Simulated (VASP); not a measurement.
# LaP (Fm-3m) in VASP: electric field gradients with LDA

Aim: the electric field gradients of LaP with LDA.

Program: VASP 6.6.1. These are calculated values, not measurements. Logs are shortened: lines on timing, memory, paths and dates and some standing lists are left out, and cuts for length are marked.

### Step 1. The cell of the first run

Symmetry: Fm-3m, No. 225, cubic system. Conventional cell: a = 6.067 Å, b = 6.067 Å, c = 6.067 Å, α = 90.00°, β = 90.00°, γ = 90.00°. La (site symmetry m-3m) has 6 P at 3.03 Å within 4.0 Å. Within 4.0 Å of P (site symmetry m-3m) lie 6 La at 3.03 Å.

### Step 2. Electric field gradients, LDA (27.91 Å³/atom)

File INCAR:

```
  PREC = Accurate
  ENCUT = 520
  EDIFF = 1E-8
  ISMEAR = -1
  SIGMA = 0.05
  LREAL = F
  LASPH = T
  NELM = 60
  ALGO = Normal
  ISIF = 2
  LWAVE = F
  LCHARG = F
  GGA = CA
  LEFG = T
  NBANDS = 15
```

File KPOINTS:

```
Automatic mesh
0
Gamma
  10 10 10
```

File POSCAR:

```
LaP
1.0
    0.0000000000      3.0332503348      3.0332503348
    3.0332503348      0.0000000000      3.0332503348
    3.0332503348      3.0332503348      0.0000000000
La P
1 1
Direct
    0.0000000000      0.0000000000      0.0000000000
    0.5000000000      0.5000000000      0.5000000000
```

Potentials or basis: VASP PAW LDA potentials, release 64 (La, P).

Command:

```bash
$ cat potpaw_LDA.64/La/POTCAR potpaw_LDA.64/P/POTCAR > POTCAR
$ mpirun -np 1 vasp_std > vasp.out
```

OUTCAR:

```text
PREC = Accurate
   ENCUT = 520
   EDIFF = 1E-8
   ISMEAR = -1
   LREAL = F
   LASPH = T
   NELM = 60
   ISIF = 2
   GGA = CA

 ion  position               nearest neighbor table
   1  0.000  0.000  0.000-   2 3.03   2 3.03   2 3.03   2 3.03   2 3.03   2 3.03
   2  0.500  0.500  0.500-   1 3.03   1 3.03   1 3.03   1 3.03   1 3.03   1 3.03

  LATTYP: Found a face centered cubic cell.
 ALAT       =     6.0665006696

  Lattice vectors:

 A1 = (   0.0000000000,   3.0332503348,   3.0332503348)
 A2 = (   3.0332503348,   0.0000000000,   3.0332503348)
 A3 = (   3.0332503348,   3.0332503348,   0.0000000000)

Analysis of symmetry for initial positions (statically):
=====================================================================
 Subroutine PRICEL returns:
 Original cell was already a primitive cell.

 Routine SETGRP: Setting up the symmetry group for a
 face centered cubic supercell.

 Subroutine GETGRP returns: Found 48 space group operations
 (whereof 48 operations were pure point group operations)
 out of a pool of 48 trial point group operations.

The static configuration has the point symmetry O_h .

Analysis of symmetry for dynamics (positions and initial velocities):
=====================================================================
 Subroutine PRICEL returns:
 Original cell was already a primitive cell.

 Routine SETGRP: Setting up the symmetry group for a
 face centered cubic supercell.

 Subroutine GETGRP returns: Found 48 space group operations
 (whereof 48 operations were pure point group operations)
 out of a pool of 48 trial point group operations.

The dynamic configuration has the point symmetry O_h .

 Subroutine INISYM returns: Found 48 space group operations
 (whereof 48 operations are pure point group operations),
 and found     1 'primitive' translations

----------------------------------------------------------------------------------------

                                     Primitive cell

  volume of cell :      55.8155

  direct lattice vectors                    reciprocal lattice vectors
     0.000000000  3.033250335  3.033250335    -0.164839675  0.164839675  0.164839675
     3.033250335  0.000000000  3.033250335     0.164839675 -0.164839675  0.164839675
     3.033250335  3.033250335  0.000000000     0.164839675  0.164839675 -0.164839675

  length of vectors
     4.289663762  4.289663762  4.289663762     0.285510693  0.285510693  0.285510693

  position of ions in fractional coordinates (direct lattice)
     0.000000000  0.000000000  0.000000000
     0.500000000  0.500000000  0.500000000

  ion indices of the primitive-cell ions
   primitive index   ion index
                 1           1
                 2           2

----------------------------------------------------------------------------------------

 KPOINTS: Automatic mesh

Automatic generation of k-mesh.
 Grid dimensions read from file:
 generate k-points for:   10   10   10

 Generating k-lattice:

  Cartesian coordinates                     Fractional coordinates (reciprocal lattice)
    -0.016483968  0.016483968  0.016483968     0.100000000  0.000000000  0.000000000
     0.016483968 -0.016483968  0.016483968     0.000000000  0.100000000  0.000000000
     0.016483968  0.016483968 -0.016483968     0.000000000  0.000000000  0.100000000

  Length of vectors
     0.028551069  0.028551069  0.028551069

  Shift w.r.t. Gamma in fractional coordinates (k-lattice)
     0.000000000  0.000000000  0.000000000

 Subroutine IBZKPT returns following result:
 ===========================================

 Found     47 irreducible k-points:

 Following reciprocal coordinates:
            Coordinates               Weight
  0.000000  0.000000  0.000000      1.000000
  0.100000  0.000000  0.000000      8.000000
  0.200000  0.000000  0.000000      8.000000
  0.300000  0.000000  0.000000      8.000000
  0.400000  0.000000  0.000000      8.000000
  0.500000  0.000000  0.000000      4.000000
[... 16 lines left out ...]
  0.300000  0.300000  0.000000      6.000000
  0.400000  0.300000  0.000000     24.000000
 [... further k-points ...]
   k-points           NKPTS =     47   k-points in BZ     NKDIM =     47   number of bands    NBANDS=     15
   number of dos      NEDOS =    301   number of ions     NIONS =      2
   total plane-waves  NPLWV =  32768
   dimension x,y,z NGX =    32 NGY =   32 NGZ =   32
   dimension x,y,z NGXF=    64 NGYF=   64 NGZF=   64
   ions per type =               1   1
   NGX,Y,Z   is equivalent  to a cutoff of  12.40, 12.40, 12.40 a.u.
   NGXF,Y,Z  is equivalent  to a cutoff of  24.80, 24.80, 24.80 a.u.
 SYSTEM =  unknown system
   PREC   = accura    normal or accurate (medium, high low for compatibility)
   ISTART =      0    job   : 0-new  1-cont  2-samecut
   ICHARG =      2    charge: 1-file 2-atom 10-const
   ISPIN  =      1    spin polarized calculation?
   LNONCOLLINEAR =      F non collinear calculations
   LSORBIT =      F    spin-orbit coupling
   LASPH  =      T    aspherical Exc in radial PAW
   ENCUT  =  520.0 eV  38.22 Ry    6.18 a.u.   7.98  7.98  7.98*2*pi/ulx,y,z
   NELM   =     60;   NELMIN=  2; NELMDL= -5     # of ELM steps
   EDIFF  = 0.1E-07   stopping-criterion for ELM
   LREAL  =      F    real-space projection
   EDIFFG = 0.1E-06   stopping-criterion for IOM
   NSW    =      0    number of steps for IOM
   IBRION =     -1    ionic relax: 0-MD 1-quasi-New 2-CG
   NFREE  =      0    steps in history (QN), initial steepest desc. (CG)
   ISIF   =      2    stress and relaxation
   ISYM   =      2    0-nonsym 1-usesym 2-fastsym
   POTIM  = 0.5000    time-step for ionic-motion
   TEBEG  =    0.0;   TEEND  =   0.0 temperature during run
   PSTRESS=    0.0 pullay stress
   NELECT =      16.0000    total number of electrons
   NUPDOWN=      -1.0000    fix difference up-down
   EMIN   =  10.00;   EMAX   =-10.00  energy-range for DOS
   EFERMI =   0.00;   METHOD = LEGACY
   ISMEAR =    -1;   SIGMA  =   0.05  broadening in eV -4-tet -1-fermi 0-gaus
   EFERMI_NEDOS =   21; number of points for ismear=-14 and -15
   IALGO  =     38    algorithm
   IMIX   =      4    mixing-type and parameters
     AMIX     =   0.40;   BMIX     =  1.00
     AMIX_MAG =   1.60;   BMIX_MAG =  1.00
  volume/ion in A,a.u.               =      27.91       188.33
  Fermi-wavevector in a.u.,A,eV,Ry     =   1.079435  2.039837 15.853241  1.165180
  Thomas-Fermi vector in A             =   2.215400
   LORBIT       =      0    0 simple, 1 ext, 2 COOP (PROOUT), +10 PAW based schemes
   GGA     = CA    functional components
   LHFCALC =     F    Hartree Fock is set to
   AEXX    =    0.0000 exact exchange contribution
   IVDW    =     0    specifies the selected vdW correction
   LEPSILON=     F    determine dielectric tensor
   LRPA    =     F    only Hartree local field effects (RPA)
 non-spin polarized calculation
  energy-cutoff  :      520.00
  volume of cell :       55.82
 maximum number of plane-waves:      1524
   NGX = 15   NGY = 15   NGZ = 15

 number of electron      15.9999999 magnetization

 Free energy of the ion-electron system (eV)
  ---------------------------------------------------
  ext. energy  EPLUGINS =         0.00000000
  ---------------------------------------------------
  free energy    TOTEN  =       -14.65639171 eV

  energy without entropy =      -14.65452020  energy(sigma->0) =      -14.65545596

 E-fermi :   6.1199     XC(G=0):  -9.8492

 val. band max:        6.1075472189   @ k =   0.4000   0.4000   0.0000
 cond. band min:       6.1945875759   @ k =   0.0000   0.0000   0.0000
 fundamental gap:      0.0870403570
 Fermi energy:         6.1198801091

 k-point     1 :       0.0000    0.0000    0.0000
  band No.  band energies     occupation
      1     -25.6029      2.00000
      2      -9.1633      2.00000
      3      -9.1633      2.00000
      4      -9.1633      2.00000
      5      -2.9781      2.00000
      6       6.1946      0.36660
      7       6.1946      0.36660
      8       6.1946      0.36660
      9       7.8299      0.00000
     10       7.8299      0.00000
     11       7.8299      0.00000
     12       8.5323      0.00000
     13       8.7002      0.00000
     14       8.7002      0.00000
     15       9.0465      0.00000
[... 397 lines left out ...]
 k-point    24 :       0.4000    0.3000    0.0000
  band No.  band energies     occupation
      1     -25.5555      2.00000
      2      -9.5883      2.00000
      3      -9.3244      2.00000
      4      -9.3061      2.00000
      5      -2.3541      2.00000
      6       4.3808      2.00000
      7       5.4914      1.99999
      8       5.7144      1.99940
      9       6.6387      0.00006
     10       8.7656      0.00000
     11       8.7945      0.00000
     12       8.8399      0.00000
     13       8.8408      0.00000
     14       8.9583      0.00000
     15       9.1937      0.00000

 [... further k-points ...]
[... 5 lines left out ...]
  --------------------------------------------------------------------------------------
  -------------------------------------------------------------------------------------
  Total       -1.6065664     -1.6065664     -1.6065664      0.0000000      0.0000000     -0.0000000
  in kB      -46.1163048    -46.1163048    -46.1163048      0.0000000      0.0000000     -0.0000000
  external PRESSURE =     -46.1163048 kB  Pullay stress =       0.0000000 kB

 VOLUME and BASIS-vectors are now :
 -----------------------------------------------------------------------------
  energy-cutoff  :      520.00
  volume of cell :       55.82
      direct lattice vectors                 reciprocal lattice vectors
     0.000000000  3.033250335  3.033250335    -0.164839675  0.164839675  0.164839675
     3.033250335  0.000000000  3.033250335     0.164839675 -0.164839675  0.164839675
     3.033250335  3.033250335  0.000000000     0.164839675  0.164839675 -0.164839675

 POSITION                                       TOTAL-FORCE (eV/Angst)
 -----------------------------------------------------------------------------------
      0.00000      0.00000      0.00000        -0.000000     -0.000000      0.000000
      3.03325      3.03325      3.03325         0.000000      0.000000     -0.000000
 -----------------------------------------------------------------------------------
    total drift:                                0.000000     -0.000000     -0.000000

  FREE ENERGIE OF THE ION-ELECTRON SYSTEM (eV)
  ---------------------------------------------------
  free  energy   TOTEN  =       -14.6563917116 eV

  energy  without entropy=      -14.6545202042  energy(sigma->0) =      -14.65545596

 Electric field gradients (V/A^2)
---------------------------------------------------------------------
 ion       V_xx      V_yy      V_zz      V_xy      V_xz      V_yz
---------------------------------------------------------------------
   1      -0.000    -0.000    -0.000    -0.000    -0.000    -0.000
   2       0.000     0.000    -0.000    -0.000    -0.000    -0.000
---------------------------------------------------------------------

 Electric field gradients after diagonalization (V/A^2)
 (convention: |V_zz| > |V_xx| > |V_yy|)
----------------------------------------------------------------------
 ion       V_xx      V_yy      V_zz     asymmetry (V_yy - V_xx)/ V_zz
----------------------------------------------------------------------
   1       0.000     0.000    -0.000       0.000
   2       0.000     0.000    -0.000       0.000
----------------------------------------------------------------------

           NMR quadrupolar parameters

 Cq : quadrupolar parameter    Cq=e*Q*V_zz/h
 eta: asymmetry parameters     (V_yy - V_xx)/ V_zz
 Q  : nuclear electric quadrupole moment in mb (millibarn)
----------------------------------------------------------------------
 ion       Cq(MHz)       eta       Q (mb)
----------------------------------------------------------------------
   1      -0.000       0.000       1.000
   2      -0.000       0.000       1.000
----------------------------------------------------------------------
```

Run time: 19 s. Hardware: 1 thread of Intel Xeon Platinum 8488C (Sapphire Rapids), shared host; peak memory 0.19 GiB.

Results:

- Free energy: -14.6564 eV
- Pressure: -4.6 GPa
- Band gap on the k mesh: zero (bands 8 and 9 overlap by 0.20 eV)
- Largest electric field gradient by atom: zero within the noise of the run

Caveat: the cell stands under tension; spin-orbit coupling is left out, which moves the levels of the heavy elements.
